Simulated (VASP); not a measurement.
# C (Fm-3m) in VASP: a series of runs

Runs on C. Level: PBE. Tasks: single point, relaxation of cell and atoms.

Program: VASP 6.6.1. These are calculated values, not measurements. Logs are shortened: lines on timing, memory, paths and dates and some standing lists are left out, and cuts for length are marked.

**1. The cell of the first run**

Symmetry: Fm-3m, No. 225, cubic system. The conventional cell has a = 3.071 Å, b = 3.071 Å, c = 3.071 Å, α = 90.00°, β = 90.00°, γ = 90.00°. C (site symmetry m-3m) has 12 C at 2.17 Å within 2.9 Å.

**2. Single point, PBE**

Input file INCAR:

```
SYSTEM = C
PREC = Accurate ; ENCUT = 520
EDIFF = 1E-7 ; ISMEAR = 0
SIGMA = 0.02 ; LREAL = .False.
LASPH = .True. ; NELM = 100
ALGO = Normal ; ISIF = 2
LWAVE = .False. ; LCHARG = .False.
GGA = PE ; NBANDS = 8
```

Input file KPOINTS:

```
regular mesh
0
Gamma
  11 11 11
  0 0 0
```

Input file POSCAR:

```
C
1.0
    0.0000000000      1.5354571378      1.5354571378
    1.5354571378      0.0000000000      1.5354571378
    1.5354571378      1.5354571378      0.0000000000
C
1
Direct
    0.0000000000      0.0000000000      0.0000000000
```

Potentials or basis: VASP PAW PBE potentials, release 64 (C).

Run with:

```sh
$ cat potpaw_PBE.64/C/POTCAR > POTCAR
$ mpirun -np 1 vasp_std > vasp.out
```

OUTCAR:

```text
SYSTEM = C
   PREC = Accurate
   ENCUT = 520
   EDIFF = 1E-7
   ISMEAR = 0
   LREAL = .False.
   LASPH = .True.
   NELM = 100
   ISIF = 2
   GGA = PE

 ion  position               nearest neighbor table
   1  0.000  0.000  0.000-

  LATTYP: Found a face centered cubic cell.
 ALAT       =     3.0709142756

  Lattice vectors:

 A1 = (   0.0000000000,   1.5354571378,   1.5354571378)
 A2 = (   1.5354571378,   0.0000000000,   1.5354571378)
 A3 = (   1.5354571378,   1.5354571378,   0.0000000000)

Analysis of symmetry for initial positions (statically):
=====================================================================
 Subroutine PRICEL returns:
 Original cell was already a primitive cell.

 Routine SETGRP: Setting up the symmetry group for a
 face centered cubic supercell.

 Subroutine GETGRP returns: Found 48 space group operations
 (whereof 48 operations were pure point group operations)
 out of a pool of 48 trial point group operations.

The static configuration has the point symmetry O_h .

Analysis of symmetry for dynamics (positions and initial velocities):
=====================================================================
 Subroutine PRICEL returns:
 Original cell was already a primitive cell.

 Routine SETGRP: Setting up the symmetry group for a
 face centered cubic supercell.

 Subroutine GETGRP returns: Found 48 space group operations
 (whereof 48 operations were pure point group operations)
 out of a pool of 48 trial point group operations.

The dynamic configuration has the point symmetry O_h .

 Subroutine INISYM returns: Found 48 space group operations
 (whereof 48 operations are pure point group operations),
 and found     1 'primitive' translations

----------------------------------------------------------------------------------------

                                     Primitive cell

  volume of cell :       7.2401

  direct lattice vectors                    reciprocal lattice vectors
     0.000000000  1.535457138  1.535457138    -0.325635922  0.325635922  0.325635922
     1.535457138  0.000000000  1.535457138     0.325635922 -0.325635922  0.325635922
     1.535457138  1.535457138  0.000000000     0.325635922  0.325635922 -0.325635922

  length of vectors
     2.171464309  2.171464309  2.171464309     0.564017961  0.564017961  0.564017961

  position of ions in fractional coordinates (direct lattice)
     0.000000000  0.000000000  0.000000000

  ion indices of the primitive-cell ions
   primitive index   ion index
                 1           1

----------------------------------------------------------------------------------------

 KPOINTS: regular mesh

Automatic generation of k-mesh.
 Grid dimensions read from file:
 generate k-points for:   11   11   11

 Generating k-lattice:

  Cartesian coordinates                     Fractional coordinates (reciprocal lattice)
    -0.029603266  0.029603266  0.029603266     0.090909091  0.000000000  0.000000000
     0.029603266 -0.029603266  0.029603266     0.000000000  0.090909091  0.000000000
     0.029603266  0.029603266 -0.029603266     0.000000000  0.000000000  0.090909091

  Length of vectors
     0.051274360  0.051274360  0.051274360

  Shift w.r.t. Gamma in fractional coordinates (k-lattice)
     0.000000000  0.000000000  0.000000000

 Subroutine IBZKPT returns following result:
 ===========================================

 Found     56 irreducible k-points:

 Following reciprocal coordinates:
            Coordinates               Weight
  0.000000  0.000000  0.000000      1.000000
  0.090909  0.000000  0.000000      8.000000
  0.181818  0.000000  0.000000      8.000000
  0.272727  0.000000  0.000000      8.000000
  0.363636  0.000000  0.000000      8.000000
  0.454545  0.000000  0.000000      8.000000
[... 16 lines left out ...]
 -0.272727  0.181818  0.000000     24.000000
 -0.181818  0.181818  0.000000     12.000000
 [... further k-points ...]
   k-points           NKPTS =     56   k-points in BZ     NKDIM =     56   number of bands    NBANDS=      8
   number of dos      NEDOS =    301   number of ions     NIONS =      1
   total plane-waves  NPLWV =   4096
   dimension x,y,z NGX =    16 NGY =   16 NGZ =   16
   dimension x,y,z NGXF=    32 NGYF=   32 NGZF=   32
   ions per type =               1
   NGX,Y,Z   is equivalent  to a cutoff of  12.25, 12.25, 12.25 a.u.
   NGXF,Y,Z  is equivalent  to a cutoff of  24.50, 24.50, 24.50 a.u.
 SYSTEM =  C
   PREC   = accura    normal or accurate (medium, high low for compatibility)
   ISTART =      0    job   : 0-new  1-cont  2-samecut
   ICHARG =      2    charge: 1-file 2-atom 10-const
   ISPIN  =      1    spin polarized calculation?
   LNONCOLLINEAR =      F non collinear calculations
   LSORBIT =      F    spin-orbit coupling
   LASPH  =      T    aspherical Exc in radial PAW
   ENCUT  =  520.0 eV  38.22 Ry    6.18 a.u.   4.04  4.04  4.04*2*pi/ulx,y,z
   NELM   =    100;   NELMIN=  2; NELMDL= -5     # of ELM steps
   EDIFF  = 0.1E-06   stopping-criterion for ELM
   LREAL  =      F    real-space projection
   EDIFFG = 0.1E-05   stopping-criterion for IOM
   NSW    =      0    number of steps for IOM
   IBRION =     -1    ionic relax: 0-MD 1-quasi-New 2-CG
   NFREE  =      0    steps in history (QN), initial steepest desc. (CG)
   ISIF   =      2    stress and relaxation
   ISYM   =      2    0-nonsym 1-usesym 2-fastsym
   POTIM  = 0.5000    time-step for ionic-motion
   TEBEG  =    0.0;   TEEND  =   0.0 temperature during run
   PSTRESS=    0.0 pullay stress
   NELECT =       4.0000    total number of electrons
   NUPDOWN=      -1.0000    fix difference up-down
   EMIN   =  10.00;   EMAX   =-10.00  energy-range for DOS
   EFERMI =   0.00;   METHOD = LEGACY
   ISMEAR =     0;   SIGMA  =   0.02  broadening in eV -4-tet -1-fermi 0-gaus
   EFERMI_NEDOS =   21; number of points for ismear=-14 and -15
   IALGO  =     38    algorithm
   IMIX   =      4    mixing-type and parameters
     AMIX     =   0.40;   BMIX     =  1.00
     AMIX_MAG =   1.60;   BMIX_MAG =  1.00
  volume/ion in A,a.u.               =       7.24        48.86
  Fermi-wavevector in a.u.,A,eV,Ry     =   1.343323  2.538512 24.551942  1.804517
  Thomas-Fermi vector in A             =   2.471406
   LORBIT       =      0    0 simple, 1 ext, 2 COOP (PROOUT), +10 PAW based schemes
   GGA     = PE    functional components
   LHFCALC =     F    Hartree Fock is set to
   AEXX    =    0.0000 exact exchange contribution
   IVDW    =     0    specifies the selected vdW correction
   LEPSILON=     F    determine dielectric tensor
   LRPA    =     F    only Hartree local field effects (RPA)
 non-spin polarized calculation
 Gauss-broadening in eV      SIGMA  =   0.02
  energy-cutoff  :      520.00
  volume of cell :        7.24
 maximum number of plane-waves:       202
   NGX =  9   NGY =  9   NGZ =  9

 number of electron       4.0000000 magnetization

 Free energy of the ion-electron system (eV)
  ---------------------------------------------------
  ext. energy  EPLUGINS =         0.00000000
  ---------------------------------------------------
  free energy    TOTEN  =        -4.67478950 eV

  energy without entropy =       -4.67463948  energy(sigma->0) =       -4.67471449

 E-fermi :   7.7294     XC(G=0): -12.7315

 val. band max:        7.7073138009   @ k =   0.3636   0.1818   0.0000
 cond. band min:       7.7474754828   @ k =   0.4545   0.3636   0.0909
 fundamental gap:      0.0401616819
 Fermi energy:         7.7294115685

 k-point     1 :       0.0000    0.0000    0.0000
  band No.  band energies     occupation
      1     -11.1420      2.00000
      2      15.7614      0.00000
      3      15.7614      0.00000
      4      15.7614      0.00000
      5      37.8531      0.00000
      6      37.8531      0.00000
      7      37.8531      0.00000
      8      38.9669      0.00000

 k-point     2 :       0.0909    0.0000    0.0000
  band No.  band energies     occupation
      1     -10.8106      2.00000
      2      14.7669      0.00000
      3      15.5921      0.00000
      4      15.5921      0.00000
      5      35.4916      0.00000
      6      38.3148      0.00000
      7      38.3148      0.00000
      8      38.8246      0.00000

 k-point     3 :       0.1818    0.0000    0.0000
  band No.  band energies     occupation
      1      -9.8196      2.00000
      2      12.0369      0.00000
      3      15.1706      0.00000
      4      15.1706      0.00000
      5      33.3935      0.00000
      6      38.3763      0.00000
      7      38.8143      0.00000
      8      38.8143      0.00000

 k-point     4 :       0.2727    0.0000    0.0000
  band No.  band energies     occupation
      1      -8.1771      2.00000
      2       8.2911      0.00000
      3      14.6807      0.00000
      4      14.6807      0.00000
      5      32.5542      0.00000
      6      37.6689      0.00000
      7      37.7238      0.00000
      8      37.7238      0.00000

 k-point     5 :       0.3636    0.0000    0.0000
  band No.  band energies     occupation
      1      -5.9029      2.00000
      2       4.2702      2.00000
      3      14.2795      0.00000
      4      14.2795      0.00000
      5      32.4211      0.00000
      6      36.2444      0.00000
      7      36.2444      0.00000
      8      36.9184      0.00000
[... 177 lines left out ...]
 k-point    22 :      -0.3636    0.1818    0.0000
  band No.  band energies     occupation
      1      -2.9486      2.00000
      2       2.7212      2.00000
      3      10.1158      0.00000
      4      13.4590      0.00000
      5      29.1332      0.00000
      6      34.5542      0.00000
      7      38.2385      0.00000
      8      39.5657      0.00000

 k-point    23 :      -0.2727    0.1818    0.0000
  band No.  band energies     occupation
      1      -5.5857      2.00000
      2       6.5190      2.00000
      3       9.9891      0.00000
      4      14.2812      0.00000
      5      30.8832      0.00000
      6      33.8941      0.00000
      7      38.5502      0.00000
      8      39.5232      0.00000

 k-point    24 :      -0.1818    0.1818    0.0000
  band No.  band energies     occupation
      1      -7.6347      2.00000
      2      10.0252      0.00000
      3      10.5899      0.00000
      4      15.0199      0.00000
      5      33.0362      0.00000
      6      33.3104      0.00000
      7      39.5176      0.00000
      8      39.6119      0.00000

 [... further k-points ...]
[... 5 lines left out ...]
  --------------------------------------------------------------------------------------
  -------------------------------------------------------------------------------------
  Total        0.0049919      0.0049919      0.0049919      0.0000000     -0.0000000      0.0000000
  in kB        1.1046781      1.1046781      1.1046781      0.0000000     -0.0000000      0.0000000
  external PRESSURE =       1.1046781 kB  Pullay stress =       0.0000000 kB

 VOLUME and BASIS-vectors are now :
 -----------------------------------------------------------------------------
  energy-cutoff  :      520.00
  volume of cell :        7.24
      direct lattice vectors                 reciprocal lattice vectors
     0.000000000  1.535457138  1.535457138    -0.325635922  0.325635922  0.325635922
     1.535457138  0.000000000  1.535457138     0.325635922 -0.325635922  0.325635922
     1.535457138  1.535457138  0.000000000     0.325635922  0.325635922 -0.325635922

 POSITION                                       TOTAL-FORCE (eV/Angst)
 -----------------------------------------------------------------------------------
      0.00000      0.00000      0.00000         0.000000      0.000000      0.000000
 -----------------------------------------------------------------------------------
    total drift:                                0.000000     -0.000000     -0.000000

  FREE ENERGIE OF THE ION-ELECTRON SYSTEM (eV)
  ---------------------------------------------------
  free  energy   TOTEN  =        -4.6747894996 eV

  energy  without entropy=       -4.6746394849  energy(sigma->0) =       -4.67471449
```

Wall time 1.8 s (1 thread of Intel Xeon Platinum 8488C (Sapphire Rapids), shared host); peak memory 0.11 GiB.

Results:

* Free energy: -4.6748 eV
* Pressure: 0.1 GPa
* Band gap on the k mesh: zero (band 2 reaches 15.76 eV, above the bottom of band 3 at 4.52 eV)

(Continued in part 2 of 2.)
